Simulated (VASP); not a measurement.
# Cs (P6_3/mmc) in VASP: further runs

Cs is run at these levels: r2SCAN; tasks: single point.

Everything below comes from runs of VASP 6.6.1. Logs are shortened: lines on timing, memory, paths and dates and some standing lists are left out, and cuts for length are marked.

## Step 1: The cell of the first run

It takes space group P6_3/mmc (No. 194, hexagonal). Conventional cell: a = 5.876 Å, b = 5.876 Å, c = 8.308 Å, α = 90.00°, β = 90.00°, γ = 120.00°.

This isn't the form of Cs at room conditions, which is bcc.

## Step 2: Single point, r2SCAN

Contents of POSCAR:

```
Cs
1.0
    5.8761666815      0.0000000000      0.0000000000
   -2.9380833408      5.0889096231      0.0000000000
    0.0000000000      0.0000000000      8.3077916128
Cs
2
Direct
    0.3333333333      0.6666666667      0.2500000000
    0.6666666667      0.3333333333      0.7500000000
```

Contents of INCAR.step1:

```
PREC     = Accurate       # precision mode
ENCUT    = 520            # plane-wave cutoff, eV
ISMEAR   = 0              # smearing method
SIGMA    = 0.15           # smearing width, eV
LREAL    = F              # projectors in reciprocal space
LASPH    = T              # aspherical terms in the spheres
NELM     = 80             # most SCF steps
NBANDS   = 16             # bands
GGA      = PE             # functional
ALGO     = Normal         # electronic algorithm
EDIFF    = 1E-4           # SCF threshold, eV
LWAVE    = T              # write WAVECAR
LCHARG   = F              # write CHGCAR
```

Contents of INCAR.step2:

```
PREC     = Accurate       # precision mode
ENCUT    = 520            # plane-wave cutoff, eV
EDIFF    = 1E-6           # SCF threshold, eV
ISMEAR   = 0              # smearing method
SIGMA    = 0.15           # smearing width, eV
LREAL    = F              # projectors in reciprocal space
LASPH    = T              # aspherical terms in the spheres
NELM     = 80             # most SCF steps
ALGO     = Normal         # electronic algorithm
ISIF     = 2              # what is computed and relaxed
LWAVE    = F              # write WAVECAR
LCHARG   = F              # write CHGCAR
METAGGA  = R2SCAN         # meta-GGA
LMIXTAU  = T            
NBANDS   = 16             # bands
ISTART   = 1
```

Contents of KPOINTS:

```
regular mesh
0
Gamma
  6 6 2
```

Potentials or basis: VASP PAW PBE potentials, release 64 (Cs_sv).

On the command line:

```sh
$ cat potpaw_PBE.64/Cs_sv/POTCAR > POTCAR
$ cp INCAR.step1 INCAR
$ mpirun -np 1 vasp_std > vasp.out
$ cp INCAR.step2 INCAR
$ mpirun -np 1 vasp_std > vasp.out
```

OUTCAR:

```text
PREC = Accurate
   ENCUT = 520
   EDIFF = 1E-6
   ISMEAR = 0
   LREAL = F
   LASPH = T
   NELM = 80
   ISIF = 2
   METAGGA = R2SCAN
   ISTART = 1

 ion  position               nearest neighbor table
   1  0.333  0.667  0.250-
   2  0.667  0.333  0.750-

  LATTYP: Found a hexagonal cell.
 ALAT       =     5.8761666815
 C/A-ratio  =     1.4138114290

  Lattice vectors:

 A1 = (   5.8761666815,   0.0000000000,   0.0000000000)
 A2 = (  -2.9380833408,   5.0889096231,   0.0000000000)
 A3 = (   0.0000000000,   0.0000000000,   8.3077916128)

Analysis of symmetry for initial positions (statically):
=====================================================================
 Subroutine PRICEL returns:
 Original cell was already a primitive cell.

 Routine SETGRP: Setting up the symmetry group for a
 hexagonal supercell.

 Subroutine GETGRP returns: Found 24 space group operations
 (whereof 12 operations were pure point group operations)
 out of a pool of 24 trial point group operations.

The static configuration has the point symmetry D_3d.
 The point group associated with its full space group is D_6h.

Analysis of symmetry for dynamics (positions and initial velocities):
=====================================================================
 Subroutine PRICEL returns:
 Original cell was already a primitive cell.

 Routine SETGRP: Setting up the symmetry group for a
 hexagonal supercell.

 Subroutine GETGRP returns: Found 24 space group operations
 (whereof 12 operations were pure point group operations)
 out of a pool of 24 trial point group operations.

The dynamic configuration has the point symmetry D_3d.
 The point group associated with its full space group is D_6h.

 Subroutine INISYM returns: Found 24 space group operations
 (whereof 12 operations are pure point group operations),
 and found     1 'primitive' translations

----------------------------------------------------------------------------------------

                                     Primitive cell

  volume of cell :     248.4302

  direct lattice vectors                    reciprocal lattice vectors
     5.876166681  0.000000000  0.000000000     0.170178971  0.098252875  0.000000000
    -2.938083341  5.088909623  0.000000000     0.000000000  0.196505750  0.000000000
     0.000000000  0.000000000  8.307791613     0.000000000  0.000000000  0.120368932

  length of vectors
     5.876166681  5.876166682  8.307791613     0.196505750  0.196505750  0.120368932

  position of ions in fractional coordinates (direct lattice)
     0.333333333  0.666666667  0.250000000
     0.666666667  0.333333333  0.750000000

  ion indices of the primitive-cell ions
   primitive index   ion index
                 1           1
                 2           2

----------------------------------------------------------------------------------------

 KPOINTS: regular mesh

Automatic generation of k-mesh.
 Grid dimensions read from file:
 generate k-points for:    6    6    2

 Generating k-lattice:

  Cartesian coordinates                     Fractional coordinates (reciprocal lattice)
     0.028363162  0.016375479  0.000000000     0.166666667  0.000000000  0.000000000
     0.000000000  0.032750958  0.000000000     0.000000000  0.166666667  0.000000000
     0.000000000  0.000000000  0.060184466     0.000000000  0.000000000  0.500000000

  Length of vectors
     0.032750958  0.032750958  0.060184466

  Shift w.r.t. Gamma in fractional coordinates (k-lattice)
     0.000000000  0.000000000  0.000000000

 Subroutine IBZKPT returns following result:
 ===========================================

 Found     14 irreducible k-points:

 Following reciprocal coordinates:
            Coordinates               Weight
  0.000000  0.000000  0.000000      1.000000
  0.166667 -0.000000  0.000000      6.000000
  0.333333  0.000000  0.000000      6.000000
  0.500000  0.000000  0.000000      3.000000
  0.166667  0.166667  0.000000      6.000000
  0.333333  0.166667  0.000000     12.000000
  0.333333  0.333333  0.000000      2.000000
  0.000000  0.000000  0.500000      1.000000
  0.166667 -0.000000  0.500000      6.000000
  0.333333  0.000000  0.500000      6.000000
  0.500000  0.000000  0.500000      3.000000
  0.166667  0.166667  0.500000      6.000000
  0.333333  0.166667  0.500000     12.000000
  0.333333  0.333333  0.500000      2.000000
   k-points           NKPTS =     14   k-points in BZ     NKDIM =     14   number of bands    NBANDS=     16
   number of dos      NEDOS =    301   number of ions     NIONS =      2
   total plane-waves  NPLWV = 147456
   dimension x,y,z NGX =    48 NGY =   48 NGZ =   64
   dimension x,y,z NGXF=    96 NGYF=   96 NGZF=  128
   ions per type =               2
   NGX,Y,Z   is equivalent  to a cutoff of  13.58, 13.58, 12.81 a.u.
   NGXF,Y,Z  is equivalent  to a cutoff of  27.16, 27.16, 25.61 a.u.
 SYSTEM =  unknown system
   PREC   = accura    normal or accurate (medium, high low for compatibility)
   ISTART =      1    job   : 0-new  1-cont  2-samecut
   ICHARG =      0    charge: 1-file 2-atom 10-const
   ISPIN  =      1    spin polarized calculation?
   LNONCOLLINEAR =      F non collinear calculations
   LSORBIT =      F    spin-orbit coupling
   LASPH  =      T    aspherical Exc in radial PAW
   ENCUT  =  520.0 eV  38.22 Ry    6.18 a.u.  10.93 10.93 15.45*2*pi/ulx,y,z
   NELM   =     80;   NELMIN=  2; NELMDL=  0     # of ELM steps
   EDIFF  = 0.1E-05   stopping-criterion for ELM
   LREAL  =      F    real-space projection
   EDIFFG = 0.1E-04   stopping-criterion for IOM
   NSW    =      0    number of steps for IOM
   IBRION =     -1    ionic relax: 0-MD 1-quasi-New 2-CG
   NFREE  =      0    steps in history (QN), initial steepest desc. (CG)
   ISIF   =      2    stress and relaxation
   ISYM   =      2    0-nonsym 1-usesym 2-fastsym
   POTIM  = 0.5000    time-step for ionic-motion
   TEBEG  =    0.0;   TEEND  =   0.0 temperature during run
   PSTRESS=    0.0 pullay stress
   NELECT =      18.0000    total number of electrons
   NUPDOWN=      -1.0000    fix difference up-down
   EMIN   =  10.00;   EMAX   =-10.00  energy-range for DOS
   EFERMI =   0.00;   METHOD = LEGACY
   ISMEAR =     0;   SIGMA  =   0.15  broadening in eV -4-tet -1-fermi 0-gaus
   EFERMI_NEDOS =   21; number of points for ismear=-14 and -15
   IALGO  =     38    algorithm
   IMIX   =      4    mixing-type and parameters
     AMIX     =   0.40;   BMIX     =  1.00
     AMIX_MAG =   1.60;   BMIX_MAG =  1.00
  volume/ion in A,a.u.               =     124.22       838.24
  Fermi-wavevector in a.u.,A,eV,Ry     =   0.682492  1.289723  6.337529  0.465795
  Thomas-Fermi vector in A             =   1.761581
   LORBIT       =      0    0 simple, 1 ext, 2 COOP (PROOUT), +10 PAW based schemes
   METAGGA = R2SCAN    functional components
   LHFCALC =     F    Hartree Fock is set to
   AEXX    =    0.0000 exact exchange contribution
   IVDW    =     0    specifies the selected vdW correction
   LEPSILON=     F    determine dielectric tensor
   LRPA    =     F    only Hartree local field effects (RPA)
 non-spin polarized calculation
 Gauss-broadening in eV      SIGMA  =   0.15
  energy-cutoff  :      520.00
  volume of cell :      248.43
 maximum number of plane-waves:      6716
 NGX is ok and might be reduce to    48

 number of electron      17.9999998 magnetization

 Free energy of the ion-electron system (eV)
  ---------------------------------------------------
  ext. energy  EPLUGINS =         0.00000000
  ---------------------------------------------------
  free energy    TOTEN  =       -50.05295654 eV

  energy without entropy =      -50.04307984  energy(sigma->0) =      -50.04801819

 E-fermi :   0.3424     XC(G=0):  -5.4412

 val. band max:        0.2605394585   @ k =   0.5000   0.0000   0.0000
 cond. band min:       0.4855369300   @ k =   0.5000   0.0000   0.0000
 fundamental gap:      0.2249974715
 Fermi energy:         0.3424173308

 k-point     1 :       0.0000    0.0000    0.0000
  band No.  band energies     occupation
      1     -24.4967      2.00000
      2     -24.4883      2.00000
      3     -11.0076      2.00000
      4     -10.9020      2.00000
      5     -10.9020      2.00000
      6     -10.8726      2.00000
[... 8 lines left out ...]
     15       3.2340      0.00000
     16       3.3383      0.00000

 k-point     2 :       0.1667   -0.0000    0.0000
  band No.  band energies     occupation
      1     -24.4958      2.00000
      2     -24.4884      2.00000
      3     -10.9977      2.00000
      4     -10.9143      2.00000
      5     -10.9075      2.00000
      6     -10.8862      2.00000
[... 8 lines left out ...]
     15       2.9902      0.00000
     16       3.0798      0.00000

 k-point     3 :       0.3333    0.0000    0.0000
  band No.  band energies     occupation
      1     -24.4937      2.00000
      2     -24.4889      2.00000
      3     -10.9729      2.00000
      4     -10.9398      2.00000
      5     -10.9177      2.00000
      6     -10.9120      2.00000
[... 8 lines left out ...]
     15       2.7567      0.00000
     16       3.4784      0.00000

 k-point     4 :       0.5000    0.0000    0.0000
  band No.  band energies     occupation
      1     -24.4923      2.00000
      2     -24.4895      2.00000
      3     -10.9539      2.00000
      4     -10.9531      2.00000
      5     -10.9242      2.00000
      6     -10.9225      2.00000
[... 8 lines left out ...]
     15       2.7114      0.00000
     16       4.0021      0.00000

 k-point     5 :       0.1667    0.1667    0.0000
  band No.  band energies     occupation
      1     -24.4943      2.00000
      2     -24.4887      2.00000
      3     -10.9800      2.00000
      4     -10.9259      2.00000
      5     -10.9259      2.00000
      6     -10.8987      2.00000
[... 8 lines left out ...]
     15       2.7763      0.00000
     16       3.3838      0.00000

 k-point     6 :       0.3333    0.1667    0.0000
  band No.  band energies     occupation
      1     -24.4923      2.00000
      2     -24.4895      2.00000
      3     -10.9541      2.00000
      4     -10.9481      2.00000
      5     -10.9286      2.00000
      6     -10.9159      2.00000
[... 8 lines left out ...]
     15       2.5727      0.00000
     16       3.5452      0.00000
[... 77 lines left out ...]
 k-point    11 :       0.5000    0.0000    0.5000
  band No.  band energies     occupation
      1     -24.4909      2.00000
      2     -24.4909      2.00000
      3     -10.9807      2.00000
      4     -10.9807      2.00000
      5     -10.8997      2.00000
      6     -10.8997      2.00000
[... 8 lines left out ...]
     15       3.1017      0.00000
     16       3.1017      0.00000

 k-point    12 :       0.1667    0.1667    0.5000
  band No.  band energies     occupation
      1     -24.4915      2.00000
      2     -24.4915      2.00000
      3     -10.9626      2.00000
      4     -10.9626      2.00000
      5     -10.9005      2.00000
      6     -10.9005      2.00000
[... 8 lines left out ...]
     15       3.0489      0.00000
     16       3.0489      0.00000

 k-point    13 :       0.3333    0.1667    0.5000
  band No.  band energies     occupation
      1     -24.4909      2.00000
      2     -24.4909      2.00000
      3     -10.9758      2.00000
      4     -10.9758      2.00000
      5     -10.9114      2.00000
      6     -10.9114      2.00000
[... 8 lines left out ...]
     15       3.2426      0.00000
     16       3.2426      0.00000

 k-point    14 :       0.3333    0.3333    0.5000
  band No.  band energies     occupation
      1     -24.4907      2.00000
      2     -24.4907      2.00000
      3     -10.9751      2.00000
      4     -10.9751      2.00000
      5     -10.9228      2.00000
      6     -10.9228      2.00000
[... 8 lines left out ...]
     15       3.5378      0.00000
     16       3.5378      0.00000

------------------------ aborting loop because EDIFF is reached ----------------------------------------

  FORCE on cell =-STRESS in cart. coord.  units (eV):
  Direction    XX          YY          ZZ          XY          YZ          ZX
  --------------------------------------------------------------------------------------
  -------------------------------------------------------------------------------------
  Total       -0.1485393     -0.1485393      0.3634071      0.0000000      0.0000000     -0.0000000
  in kB       -0.9579604     -0.9579604      2.3436867      0.0000000      0.0000000     -0.0000000
  external PRESSURE =       0.1425886 kB  Pullay stress =       0.0000000 kB

 VOLUME and BASIS-vectors are now :
 -----------------------------------------------------------------------------
  energy-cutoff  :      520.00
  volume of cell :      248.43
      direct lattice vectors                 reciprocal lattice vectors
     5.876166681  0.000000000  0.000000000     0.170178971  0.098252875  0.000000000
    -2.938083341  5.088909623  0.000000000     0.000000000  0.196505750  0.000000000
     0.000000000  0.000000000  8.307791613     0.000000000  0.000000000  0.120368932

 POSITION                                       TOTAL-FORCE (eV/Angst)
 -----------------------------------------------------------------------------------
     -0.00000      3.39261      2.07695        -0.000000     -0.000000      0.000000
      2.93808      1.69630      6.23084         0.000000      0.000000      0.000000
 -----------------------------------------------------------------------------------
    total drift:                               -0.000000      0.000000     -0.000000

  FREE ENERGIE OF THE ION-ELECTRON SYSTEM (eV)
  ---------------------------------------------------
  free  energy   TOTEN  =       -50.0529565350 eV

  energy  without entropy=      -50.0430798445  energy(sigma->0) =      -50.04801819
```

It took 2.3 min on 1 thread of Intel Xeon 6975P-C (Granite Rapids), shared host; peak memory 0.4 GiB.

Results:

```yaml
Free_energy: -50.0530 eV
Pressure: 0.0 GPa
Band_gap_on_the_k_mesh: zero (bands 9 and 10 overlap by 1.67 eV)
```

Caveat: the k points lie up to 0.38 Å⁻¹ apart, too coarse for converged energies and pressures of a metal; the PAW data sets were made with another functional, which shifts forces and pressure a little; spin-orbit coupling is left out, which moves the levels of the heavy elements.

## Step 3: Single point, r2SCAN

This run uses another cell than the first one, of the same volume but with other edges.

Contents of POSCAR:

```
Cs
1.0
    5.2380945444      0.0000000000      0.0000000000
   -2.6190472722      4.5363229429      0.0000000000
    0.0000000000      0.0000000000     10.4550747288
Cs
2
Direct
    0.3333333333      0.6666666667      0.2500000000
    0.6666666667      0.3333333333      0.7500000000
```

Contents of INCAR.step1:

```
SYSTEM = Cs
PREC = Accurate
ENCUT = 520
ISMEAR = 0
SIGMA = 0.15
LREAL = .False.
LASPH = .True.
NELM = 80
NBANDS = 16
GGA = PE
ALGO = Normal
EDIFF = 1E-4
LWAVE = .True.
LCHARG = .False.
```

Contents of INCAR.step2:

```
SYSTEM = Cs
PREC = Accurate
ENCUT = 520
EDIFF = 1E-6
ISMEAR = 0
SIGMA = 0.15
LREAL = .False.
LASPH = .True.
NELM = 80
ALGO = Normal
ISIF = 2
LWAVE = .False.
LCHARG = .False.
METAGGA = R2SCAN
LMIXTAU = .True.
NBANDS = 16
ISTART = 1
```

Contents of KPOINTS:

```
regular mesh
0
Gamma
  6 6 2
  0 0 0
```

Potentials or basis: VASP PAW PBE potentials, release 64 (Cs_sv).

On the command line:

```sh
$ cat potpaw_PBE.64/Cs_sv/POTCAR > POTCAR
$ cp INCAR.step1 INCAR
$ mpirun -np 1 vasp_std > vasp.out
$ cp INCAR.step2 INCAR
$ mpirun -np 1 vasp_std > vasp.out
```

It took 2.6 min on 1 thread of Intel Xeon 6975P-C (Granite Rapids), shared host; peak memory 0.38 GiB.

It converged, with:

- Free energy: -49.9716 eV
- Pressure: 0.1 GPa
- Band gap on the k mesh: zero (bands 9 and 10 overlap by 2.17 eV)

Stress tensor (GPa, compression positive):
```
 0.29  0.00  0.00
 0.00  0.29  0.00
 0.00  0.00 -0.43
```

Levels at points of the mesh, in eV from the Fermi level:
| k point | band 6 | band 7 | band 8 | band 9 | band 10 | band 11 | band 12 | band 13 |
| --- | --- | --- | --- | --- | --- | --- | --- | --- |
| (0.00, 0.00, 0.00) | -11.32 | -11.31 | -11.31 | -1.78 | -0.37 | 0.07 | 1.85 | 2.75 |
| (0.50, 0.00, 0.00) | -11.35 | -11.35 | -11.34 | 0.15 | 0.38 | 0.66 | 1.05 | 1.37 |
| (0.00, 0.00, 0.50) | -11.31 | -11.31 | -11.31 | -1.32 | -1.32 | 1.14 | 1.14 | 2.80 |
| (0.50, 0.00, 0.50) | -11.35 | -11.34 | -11.34 | 0.24 | 0.24 | 0.86 | 0.86 | 1.56 |

Caveat: the PAW data sets were made with another functional, which shifts forces and pressure a little; spin-orbit coupling is left out, which moves the levels of the heavy elements.

The gap in the log of VASP goes by the Fermi energy; the results here count the filled bands.